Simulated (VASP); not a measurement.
A run of VASP 6.6.1:

INCAR

```
ALGO = Normal ; EDIFF = 1E-6
ENCUT = 520 ; GGA = PE
ISIF = 2 ; ISMEAR = 0
LASPH = True ; LCHARG = False
LREAL = False ; LWAVE = False
NBANDS = 21 ; NELM = 80
PREC = Accurate ; SIGMA = 0.1
```

The input KPOINTS:

```
k-points
0
Gamma
  14 14 14
```

POSCAR

```
Pb
1.0
    0.0000000000      3.1485863455      5.0506853116
    1.8300421884      0.0000000000      5.0506853116
    1.8300421884      3.1485863455      0.0000000000
Pb
2
Direct
    0.1431627127      0.8568372873      0.1431627127
    0.8568372873      0.1431627127      0.8568372873
```

Potentials or basis: VASP PAW PBE potentials, release 64 (Pb_d).

The run is started by

```bash
$ cat potpaw_PBE.64/Pb_d/POTCAR > POTCAR
$ mpirun -np 1 vasp_std > vasp.out
```

Hardware: 1 thread of Intel(R) Xeon(R) 6975P-C (Granite Rapids), on a shared host.

Q: Estimate the wall time of this run.

A: Wall time 3.5 min on 1 thread of Intel(R) Xeon(R) 6975P-C (Granite Rapids), with other jobs on the host, peak memory 0.52 GiB. Counts: scf iterations 13, k points 428.
